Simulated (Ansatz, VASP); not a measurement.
**One calculation of Ti3Al, two programs**

INCAR

```
PREC     = Accurate       # precision mode
ENCUT    = 520            # plane-wave cutoff, eV
EDIFF    = 1E-6           # SCF threshold, eV
ISMEAR   = 0              # smearing method
SIGMA    = 0.15           # smearing width, eV
LREAL    = F              # projectors in reciprocal space
LASPH    = T              # aspherical terms in the spheres
NELM     = 80             # most SCF steps
ALGO     = Fast           # electronic algorithm
ISIF     = 2              # what is computed and relaxed
LWAVE    = F              # write WAVECAR
LCHARG   = F              # write CHGCAR
NBANDS   = 28             # bands
```

File KPOINTS:

```
regular mesh
0
Gamma
  15 15 6
```

File POSCAR:

```
Ti3Al
1.0
    2.8609400907      0.0000000000      0.0000000000
   -1.4304700453      2.4776467973      0.0000000000
    0.0000000000      0.0000000000      9.0513401041
Ti Al
3 1
Direct
    0.5282506260      0.3333333333      0.0000000000
    0.3812862204      0.6666666667      0.7515223620
    0.3812862204      0.6666666667      0.2484776380
    0.7420826379      0.3333333333      0.5000000000
```

Input for Ansatz:

```yaml
crystal:
  lattice:
    - [2.8609400907, 0.0, 0.0]
    - [-1.4304700453, 2.4776467973, 0.0]
    - [0.0, 0.0, 9.0513401041]
  atoms:
    - { symbol: Ti, position: [0.528250626, 0.3333333333, 0.0] }
    - { symbol: Ti, position: [0.3812862204, 0.6666666667, 0.751522362] }
    - { symbol: Ti, position: [0.3812862204, 0.6666666667, 0.248477638] }
    - { symbol: Al, position: [0.7420826379, 0.3333333333, 0.5] }
basis:
  ecutwfc: 520.0
kpoints:
  mp_grid: { grid: [15, 15, 6] }
hamiltonian:
  xc: lda
  pseudopotentials: { kind: paw, azcp: { folder: soft_1 } }
scf:
  occupations: { method: gaussian, width: 0.15 }
output:
  forces: true
  stress: true
  eigenvalues: true
```

Change from the starting cell: mode 4 frozen in at -0.396 Å and mode 5 at +0.000 Å (largest displacements).

Alike in both runs: task single point; functional LDA; k mesh 15 × 15 × 6; occupations gaussian, width 0.15 eV; no spin polarisation.

|  | VASP | Ansatz |
| --- | --- | --- |
| version | VASP 6.6.1 | Ansatz 0.2.0 |
| potentials or method | VASP PAW LDA potentials, release 64 (Ti_sv, Al), cutoff 520 eV | scalar-relativistic, plane waves, PAW |
| valence electrons in the cell | 39 | 39 |

VASP gave:

| Property | Result |
| --- | --- |
| gap on the k mesh at the Fermi level (eV) | none |
| pressure (GPa) | -1.1 |
| traceless stress, the component that is largest in VASP (GPa) | -1.33 |
| rms of the force components (eV/Å) | 0.185 |

Problem. Estimate Ansatz's values.

Solution. gap on the k mesh at the Fermi level (eV): none; pressure (GPa): -1.1; traceless stress, the component that is largest in VASP (GPa): -1.36; rms of the force components (eV/Å): 0.185.

Ansatz warns that its potentials were made for another functional, while VASP's fit it. LDA's correlation is that of Perdew and Zunger in VASP and of Perdew and Wang (1992) in Ansatz. Atom by atom the forces differ by 0.003 eV/Å (rms over components). A gap of «none» marks a metal or a gap that the smearing closes.
